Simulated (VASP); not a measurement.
Write the native input for VASP 6.6.1 that does the following.

| Property | Result |
| --- | --- |
| Task | single point |
| Functional | PBE |
| Potentials or basis | VASP PAW PBE potentials, release 64 (Hf_pv, O) |
| Cutoff | 520 eV |
| k mesh | 9 × 9 × 9 |
| Occupations | fermi-dirac, width 0.01 eV |
| Spin | no spin polarisation |
| Dipole correction | no |
| Further INCAR settings | ALGO = Normal; EDIFF = 1e-07; NBANDS = 18 |

The structure of HfO2 lies in POSCAR:

```
HfO2
1.0
   -0.0255750000      2.5447125000      2.5447125000
    2.5447125000     -0.0255750000      2.5447125000
    2.5447125000      2.5447125000     -0.0255750000
Hf O
1 2
Direct
    0.0000000000      0.0000000000      0.0000000000
    0.2500000000      0.2500000000      0.2500000000
    0.7500000000      0.7500000000      0.7500000000
```

This cell differs from its parent crystal: equal xy, yz and zx shear strains of -1 %.

One way to write it, as run:

INCAR

```
  PREC = Accurate
  ENCUT = 520
  EDIFF = 1E-7
  ISMEAR = -1
  SIGMA = 0.01
  LREAL = F
  LASPH = T
  NELM = 100
  ALGO = Normal
  ISIF = 2
  LWAVE = F
  LCHARG = F
  GGA = PE
  NBANDS = 18
```

KPOINTS

```
Automatic mesh
0
Gamma
  9 9 9
```

Potentials or basis: VASP PAW PBE potentials, release 64 (Hf_pv, O).

Run with:

```bash
$ cat potpaw_PBE.64/Hf_pv/POTCAR potpaw_PBE.64/O/POTCAR > POTCAR
$ mpirun -np 1 vasp_std > vasp.out
```

Results of the run:

```json
{
  "Pressure": "-5.9 GPa",
  "Largest force": "0.104 eV/Å",
  "Band gap on the k mesh": "3.84 eV (least direct gap 3.95 eV)"
}
```

Caveat: the cell differs from its parent crystal (equal xy, yz and zx shear strains of -1 %); the cell stands under tension; spin-orbit coupling is left out, which moves the levels of the heavy elements; an odd mesh through Γ misses points on the zone boundary, where band edges can lie.

Run time: 89 s on 1 thread of Intel Xeon 8259CL, on a shared host, peak memory 0.19 GiB.
